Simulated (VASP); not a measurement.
# Li16H (a cell with a defect) in VASP: further runs

Runs on Li16H (a cell with a defect). Level: PBE. Tasks: single point.

Program: VASP 6.6.1. These are calculated values, not measurements. Logs are shortened: lines on timing, memory, paths and dates and some standing lists are left out, and cuts for length are marked.

**1. The cell of the first run**

The cell holds a defect, 17 atoms: a = 6.980 Å, b = 6.980 Å, c = 6.980 Å, α = 90.00°, β = 90.00°, γ = 90.00°.

**2. Single point, PBE**

File INCAR:

```
  ALGO = Normal
  EDIFF = 1E-6
  ENCUT = 520
  GGA = PE
  ISIF = 2
  ISMEAR = 0
  LASPH = True
  LCHARG = False
  LREAL = Auto
  LWAVE = False
  NBANDS = 38
  NELM = 100
  PREC = Accurate
  SIGMA = 0.1
```

File KPOINTS:

```
k-points
0
Gamma
  3 3 3
```

File POSCAR:

```
Li16H
1.0
    6.9800000000      0.0000000000      0.0000000000
    0.0000000000      6.9800000000      0.0000000000
    0.0000000000      0.0000000000      6.9800000000
Li H
16 1
Direct
   -0.0033496352      0.0220526847      0.0001032377
    0.5197793073     -0.0173904230      0.0006051146
   -0.0037241386      0.4758111835      0.0002799820
    0.0069778341      0.0071579419      0.4997644006
    0.2538628962      0.2496580701      0.2291684665
    0.5194667983      0.5141297835      0.0006043933
    0.4856537361     -0.0124817625      0.5001900229
    0.7297798436      0.2487771361      0.2671439859
    0.0067668909      0.4910200638      0.4998293186
    0.2423687271      0.7503498507      0.2421663310
    0.2540139700      0.2494811101      0.7719632447
    0.4869499295      0.5110561691      0.5002170444
    0.7644260102      0.7495944483      0.2607463589
    0.7299342863      0.2487649679      0.7345185535
    0.2424629386      0.7502876132      0.7587603490
    0.7637686802      0.7495709602      0.7399413409
    0.1264844255      0.2505420024     -0.0001856445
```

Potentials or basis: VASP PAW PBE potentials, release 64 (Li_sv, H).

Command:

```console
$ cat potpaw_PBE.64/Li_sv/POTCAR potpaw_PBE.64/H/POTCAR > POTCAR
$ mpirun -np 1 vasp_std > vasp.out
```

OUTCAR:

```text
EDIFF = 1E-6
   ENCUT = 520
   GGA = PE
   ISIF = 2
   ISMEAR = 0
   LASPH = True
   LREAL = Auto
   NELM = 100
   PREC = Accurate

 ion  position               nearest neighbor table
   1  0.997  0.022  0.000-
   2  0.520  0.983  0.001-
   3  0.996  0.476  0.000-
   4  0.007  0.007  0.500-
   5  0.254  0.250  0.229-
   6  0.519  0.514  0.001-
[... 9 lines left out ...]
  16  0.764  0.750  0.740-
  17  0.126  0.251  1.000-

  LATTYP: Found a simple cubic cell.
 ALAT       =     6.9800000000

  Lattice vectors:

 A1 = (   6.9800000000,   0.0000000000,   0.0000000000)
 A2 = (   0.0000000000,   6.9800000000,   0.0000000000)
 A3 = (   0.0000000000,   0.0000000000,   6.9800000000)

Analysis of symmetry for initial positions (statically):
=====================================================================
 Subroutine PRICEL returns:
 Original cell was already a primitive cell.

 Routine SETGRP: Setting up the symmetry group for a
 simple cubic supercell.

 Subroutine GETGRP returns: Found  1 space group operations
 (whereof  1 operations were pure point group operations)
 out of a pool of 48 trial point group operations.

The static configuration has the point symmetry C_1 .

Analysis of symmetry for dynamics (positions and initial velocities):
=====================================================================
 Subroutine PRICEL returns:
 Original cell was already a primitive cell.

 Routine SETGRP: Setting up the symmetry group for a
 simple cubic supercell.

 Subroutine GETGRP returns: Found  1 space group operations
 (whereof  1 operations were pure point group operations)
 out of a pool of 48 trial point group operations.

The dynamic configuration has the point symmetry C_1 .

 Subroutine INISYM returns: Found  1 space group operations
 (whereof  1 operations are pure point group operations),
 and found     1 'primitive' translations

----------------------------------------------------------------------------------------

                                     Primitive cell

  volume of cell :     340.0684

  direct lattice vectors                    reciprocal lattice vectors
     6.980000000  0.000000000  0.000000000     0.143266476  0.000000000  0.000000000
     0.000000000  6.980000000  0.000000000     0.000000000  0.143266476  0.000000000
     0.000000000  0.000000000  6.980000000     0.000000000  0.000000000  0.143266476

  length of vectors
     6.980000000  6.980000000  6.980000000     0.143266476  0.143266476  0.143266476

  position of ions in fractional coordinates (direct lattice)
     0.996650365  0.022052685  0.000103238
     0.519779307  0.982609577  0.000605115
     0.996275861  0.475811183  0.000279982
     0.006977834  0.007157942  0.499764401
     0.253862896  0.249658070  0.229168466
     0.519466798  0.514129784  0.000604393
[... 9 lines left out ...]
     0.763768680  0.749570960  0.739941341
     0.126484426  0.250542002  0.999814355

  ion indices of the primitive-cell ions
   primitive index   ion index
                 1           1
                 2           2
                 3           3
                 4           4
                 5           5
                 6           6
[... 9 lines left out ...]
                16          16
                17          17

----------------------------------------------------------------------------------------

 KPOINTS: k-points

Automatic generation of k-mesh.
 Grid dimensions read from file:
 generate k-points for:    3    3    3

 Generating k-lattice:

  Cartesian coordinates                     Fractional coordinates (reciprocal lattice)
     0.047755492  0.000000000  0.000000000     0.333333333  0.000000000  0.000000000
     0.000000000  0.047755492  0.000000000     0.000000000  0.333333333  0.000000000
     0.000000000  0.000000000  0.047755492     0.000000000  0.000000000  0.333333333

  Length of vectors
     0.047755492  0.047755492  0.047755492

  Shift w.r.t. Gamma in fractional coordinates (k-lattice)
     0.000000000  0.000000000  0.000000000

 Subroutine IBZKPT returns following result:
 ===========================================

 Found     14 irreducible k-points:

 Following reciprocal coordinates:
            Coordinates               Weight
  0.000000  0.000000  0.000000      1.000000
  0.333333  0.000000  0.000000      2.000000
  0.000000  0.333333  0.000000      2.000000
  0.000000  0.000000  0.333333      2.000000
  0.333333  0.333333  0.000000      2.000000
  0.000000  0.333333  0.333333      2.000000
  0.333333  0.000000  0.333333      2.000000
 -0.333333  0.333333  0.000000      2.000000
 -0.333333  0.000000  0.333333      2.000000
  0.000000 -0.333333  0.333333      2.000000
  0.333333  0.333333  0.333333      2.000000
 -0.333333  0.333333  0.333333      2.000000
 -0.333333 -0.333333  0.333333      2.000000
  0.333333 -0.333333  0.333333      2.000000
[... 62 lines left out ...]
  ---------------------------------------------------
  free energy    TOTEN  =       -34.25515594 eV

  energy without entropy =      -34.19443923  energy(sigma->0) =      -34.22479759

 E-fermi :   0.5078     XC(G=0):  -6.9652

 val. band max:        0.5073926185   @ k =  -0.3333   0.3333   0.0000
 cond. band min:       0.5391149590   @ k =   0.0000   0.3333   0.3333
 fundamental gap:      0.0317223405
 Fermi energy:         0.5077696234

 k-point     1 :       0.0000    0.0000    0.0000
  band No.  band energies     occupation
      1     -46.1431      2.00000
      2     -46.1369      2.00000
      3     -46.1332      2.00000
      4     -46.1307      2.00000
      5     -46.0728      2.00000
      6     -46.0686      2.00000
[... 28 lines left out ...]
     35       3.5995      0.00000
     36       3.7618      0.00000

 k-point     2 :       0.3333    0.0000    0.0000
  band No.  band energies     occupation
      1     -46.1431      2.00000
      2     -46.1369      2.00000
      3     -46.1333      2.00000
      4     -46.1308      2.00000
      5     -46.0727      2.00000
      6     -46.0686      2.00000
[... 28 lines left out ...]
     35       3.7497      0.00000
     36       3.7498      0.00000

 k-point     3 :       0.0000    0.3333    0.0000
  band No.  band energies     occupation
      1     -46.1428      2.00000
      2     -46.1375      2.00000
      3     -46.1331      2.00000
      4     -46.1307      2.00000
      5     -46.0726      2.00000
      6     -46.0687      2.00000
[... 28 lines left out ...]
     35       3.7605      0.00000
     36       3.7614      0.00000

 k-point     4 :       0.0000    0.0000    0.3333
  band No.  band energies     occupation
      1     -46.1430      2.00000
      2     -46.1367      2.00000
      3     -46.1339      2.00000
      4     -46.1304      2.00000
      5     -46.0725      2.00000
      6     -46.0689      2.00000
[... 28 lines left out ...]
     35       3.7596      0.00000
     36       3.7619      0.00000

 k-point     5 :       0.3333    0.3333    0.0000
  band No.  band energies     occupation
      1     -46.1428      2.00000
      2     -46.1374      2.00000
      3     -46.1331      2.00000
      4     -46.1307      2.00000
      5     -46.0726      2.00000
      6     -46.0687      2.00000
[... 265 lines left out ...]
 k-point    12 :      -0.3333    0.3333    0.3333
  band No.  band energies     occupation
      1     -46.1427      2.00000
      2     -46.1372      2.00000
      3     -46.1339      2.00000
      4     -46.1302      2.00000
      5     -46.0723      2.00000
      6     -46.0690      2.00000
[... 28 lines left out ...]
     35       3.6670      0.00000
     36       3.8377      0.00000

 k-point    13 :      -0.3333   -0.3333    0.3333
  band No.  band energies     occupation
      1     -46.1427      2.00000
      2     -46.1372      2.00000
      3     -46.1339      2.00000
      4     -46.1302      2.00000
      5     -46.0723      2.00000
      6     -46.0690      2.00000
[... 28 lines left out ...]
     35       3.6675      0.00000
     36       3.8367      0.00000

 k-point    14 :       0.3333   -0.3333    0.3333
  band No.  band energies     occupation
      1     -46.1427      2.00000
      2     -46.1372      2.00000
      3     -46.1339      2.00000
      4     -46.1302      2.00000
      5     -46.0723      2.00000
      6     -46.0690      2.00000
[... 28 lines left out ...]
     35       3.6674      0.00000
     36       3.8370      0.00000
 [bands above 36 left out]

------------------------ aborting loop because EDIFF is reached ----------------------------------------

  FORCE on cell =-STRESS in cart. coord.  units (eV):
  Direction    XX          YY          ZZ          XY          YZ          ZX
  --------------------------------------------------------------------------------------
  -------------------------------------------------------------------------------------
  Total       -1.6486319     -1.3219859     -1.3367247     -0.0214140      0.0013493     -0.0134247
  in kB       -7.7672633     -6.2283231     -6.2977626     -0.1008887      0.0063571     -0.0632485
  external PRESSURE =      -6.7644497 kB  Pullay stress =       0.0000000 kB

 VOLUME and BASIS-vectors are now :
 -----------------------------------------------------------------------------
  energy-cutoff  :      520.00
  volume of cell :      340.07
      direct lattice vectors                 reciprocal lattice vectors
     6.980000000  0.000000000  0.000000000     0.143266476  0.000000000  0.000000000
     0.000000000  6.980000000  0.000000000     0.000000000  0.143266476  0.000000000
     0.000000000  0.000000000  6.980000000     0.000000000  0.000000000  0.143266476

 POSITION                                       TOTAL-FORCE (eV/Angst)
 -----------------------------------------------------------------------------------
      6.95662      0.15393      0.00072         0.007791      0.021144      0.002468
      3.62806      6.85861      0.00422        -0.005133      0.000654      0.000532
      6.95401      3.32116      0.00195        -0.007977      0.012408      0.001984
      0.04871      0.04996      3.48836        -0.004537      0.001966      0.006896
      1.77196      1.74261      1.59960        -0.002618     -0.005130     -0.020574
      3.62588      3.58863      0.00422        -0.006592      0.019351     -0.001446
[... 9 lines left out ...]
      5.33111      5.23201      5.16479        -0.001853     -0.003326     -0.005763
      0.88286      1.74878      6.97870         0.003258     -0.025870      0.011816
 -----------------------------------------------------------------------------------
    total drift:                                0.004463     -0.006176      0.003637

  FREE ENERGIE OF THE ION-ELECTRON SYSTEM (eV)
  ---------------------------------------------------
  free  energy   TOTEN  =       -34.2551559417 eV

  energy  without entropy=      -34.1944392307  energy(sigma->0) =      -34.22479759
```

Wall time 5.4 min (1 thread of Oxide Virtual Turin-like, shared host); peak memory 0.37 GiB.

Results:

| Quantity | Value |
| --- | --- |
| Free energy | -34.2552 eV |
| Largest force | 0.029 eV/Å |

Forces on the atoms (eV/Å):
```
Li   0.008  0.021  0.002
Li  -0.005  0.001  0.001
Li  -0.008  0.012  0.002
Li  -0.005  0.002  0.007
Li  -0.003 -0.005 -0.021
Li  -0.007  0.019 -0.001
Li   0.006  0.001  0.002
Li   0.004 -0.002  0.002
Li   0.002  0.005  0.007
Li   0.004 -0.011  0.000
Li   0.006 -0.004  0.002
Li  -0.003  0.007  0.001
Li  -0.005 -0.003  0.001
Li   0.002 -0.003 -0.008
Li   0.001 -0.012 -0.003
Li  -0.002 -0.003 -0.006
H    0.003 -0.026  0.012
```

Levels at points of the mesh, in eV from the Fermi level:
```csv
k point,band 22,band 23,band 24,band 25,band 26,band 27
"(0.00, 0.00, 0.00)",-1.11,-1.06,-0.34,0.25,0.27,0.28
```

Caveat: the cutoff is under 1.25 times the usual one of these potentials, so pressure, stress and relaxed cells hold a basis-set (Pulay) error.

**3. Single point, PBE**

File INCAR:

```
PREC     = Accurate       # precision mode
ENCUT    = 520            # plane-wave cutoff, eV
EDIFF    = 1E-6           # SCF threshold, eV
ISMEAR   = 0              # smearing method
SIGMA    = 0.1            # smearing width, eV
LREAL    = Auto         
LASPH    = T              # aspherical terms in the spheres
NELM     = 60             # most SCF steps
ALGO     = Normal         # electronic algorithm
ISIF     = 2              # what is computed and relaxed
LWAVE    = F              # write WAVECAR
LCHARG   = F              # write CHGCAR
GGA      = PE             # functional
NBANDS   = 38             # bands
```

File KPOINTS:

```
Automatic mesh
0
Gamma
  3 3 3
```

File POSCAR:

```
Li16H
1.0
    6.9800000000      0.0000000000      0.0000000000
    0.0000000000      6.9800000000      0.0000000000
    0.0000000000      0.0000000000      6.9800000000
Li H
16 1
Direct
    0.0227208455     -0.0042307223      0.0001055998
    0.4757149868     -0.0038035622      0.0000931591
   -0.0178236373      0.5200754613     -0.0001148705
    0.0079681920      0.0075690970      0.5001102871
    0.2503072639      0.2542485337      0.2276874245
    0.5163240857      0.5203011369     -0.0001077879
    0.4913048870      0.0071774611      0.5000964367
    0.7503018503      0.2420987837      0.2412699877
   -0.0128775525      0.4853873021      0.4999981387
    0.2495955008      0.7294301876      0.2674421217
    0.2503177266      0.2544063435      0.7718507171
    0.5121340385      0.4860565866      0.4999998586
    0.7500033595      0.7645247151      0.2611299645
    0.7503104886      0.2419990087      0.7585159325
    0.2495920572      0.7294952226      0.7321256225
    0.7499964328      0.7647206798      0.7386747777
    0.2490917647      0.1264359448     -0.0003073596
```

Potentials or basis: VASP PAW PBE potentials, release 64 (Li_sv, H).

Command:

```console
$ cat potpaw_PBE.64/Li_sv/POTCAR potpaw_PBE.64/H/POTCAR > POTCAR
$ mpirun -np 1 vasp_std > vasp.out
```

It took 5.2 min on 1 thread of Oxide Virtual Turin-like, shared host; peak memory 0.38 GiB.

The run converged. Its results:

```yaml
Free_energy: -34.2556 eV
Largest_force: 0.012 eV/Å
```

Forces in eV/Å, atoms in the order of the input:
```
Li   0.009  0.002 -0.002
Li  -0.001 -0.004 -0.002
Li   0.009 -0.004 -0.001
Li   0.006  0.001 -0.002
Li  -0.007  0.006 -0.007
Li   0.007 -0.003 -0.001
Li   0.002  0.001 -0.003
Li  -0.010 -0.001  0.000
Li   0.005  0.005 -0.001
Li  -0.002  0.002 -0.001
Li  -0.007  0.004  0.009
Li   0.004 -0.001 -0.001
Li  -0.004 -0.003  0.001
Li  -0.010  0.000  0.002
Li  -0.002  0.002  0.004
Li  -0.004 -0.006  0.003
H    0.005 -0.001  0.002
```

Levels at points of the mesh, in eV from the Fermi level:
| k point | band 20 | band 21 | band 22 | band 23 | band 24 | band 25 | band 26 | band 27 | band 28 | band 29 |
| --- | --- | --- | --- | --- | --- | --- | --- | --- | --- | --- |
| (0.00, 0.00, 0.00) | -1.13 | -1.13 | -1.11 | -1.06 | -0.34 | 0.25 | 0.28 | 0.28 | 0.29 | 0.29 |

Caveat: the cutoff is under 1.25 times the usual one of these potentials, so pressure, stress and relaxed cells hold a basis-set (Pulay) error.

**4. Single point, PBE**

File INCAR:

```
ALGO = Normal ; EDIFF = 1E-7
ENCUT = 520 ; GGA = PE
ISIF = 2 ; ISMEAR = 0
LASPH = True ; LCHARG = False
LREAL = Auto ; LWAVE = False
NBANDS = 38 ; NELM = 60
PREC = Accurate ; SIGMA = 0.1
```

File KPOINTS:

```
k-points
0
Gamma
  3 3 3
```

File POSCAR:

```
Li16H
1.0
    6.9800000000      0.0000000000      0.0000000000
    0.0000000000      6.9800000000      0.0000000000
    0.0000000000      0.0000000000      6.9800000000
Li H
16 1
Direct
   -0.0033495702      0.0220527221      0.0001032951
    0.5197793696     -0.0173904011      0.0006051576
   -0.0037240688      0.4758111748      0.0002799427
    0.0069777937      0.0071578797      0.4997644699
    0.2538628940      0.2496580229      0.2291684814
    0.5194667622      0.5141297994      0.0006044413
    0.4856537249     -0.0124818052      0.5001899713
    0.7297797994      0.2487770774      0.2671439828
    0.0067669054      0.4910200573      0.4998293696
    0.2423687679      0.7503498567      0.2421663324
    0.2540140401      0.2494810888      0.7719631805
    0.4869500000      0.5110561605      0.5002170487
    0.7644260745      0.7495944126      0.2607464183
    0.7299342407      0.2487648997      0.7345184814
    0.2424628940      0.7502876791      0.7587603152
    0.7637686246      0.7495709169      0.7399414040
    0.1264843840      0.2505419771     -0.0001856734
```

Command:

```console
$ cat potpaw_PBE.64/Li_sv/POTCAR potpaw_PBE.64/H/POTCAR > POTCAR
$ mpirun -np 1 vasp_std > vasp.out
```

Run time: 6.7 min. Hardware: 1 thread of Oxide Virtual Turin-like, shared host; peak memory 0.38 GiB.

Results (log left out):

```
Free energy   : -34.2552 eV
Largest force : 0.029 eV/Å
```

Forces in eV/Å, atoms in the order of the input:
```
Li   0.008  0.021  0.002
Li  -0.005  0.001  0.001
Li  -0.008  0.012  0.002
Li  -0.005  0.002  0.007
Li  -0.003 -0.005 -0.021
Li  -0.007  0.019 -0.001
Li   0.006  0.001  0.002
Li   0.004 -0.002  0.002
Li   0.002  0.005  0.007
Li   0.004 -0.011  0.001
Li   0.006 -0.004  0.002
Li  -0.003  0.007  0.001
Li  -0.005 -0.003  0.001
Li   0.002 -0.003 -0.008
Li   0.001 -0.012 -0.003
Li  -0.002 -0.003 -0.006
H    0.003 -0.026  0.012
```

Levels at points of the mesh, in eV from the Fermi level:
```
           k point  band 20  band 21  band 22  band 23  band 24  band 25  band 26  band 27  band 28  band 29
(0.00, 0.00, 0.00)    -1.13    -1.13    -1.11    -1.06    -0.34     0.25     0.27     0.28     0.28     0.29
```

Caveat: the cutoff is under 1.25 times the usual one of these potentials, so pressure, stress and relaxed cells hold a basis-set (Pulay) error.
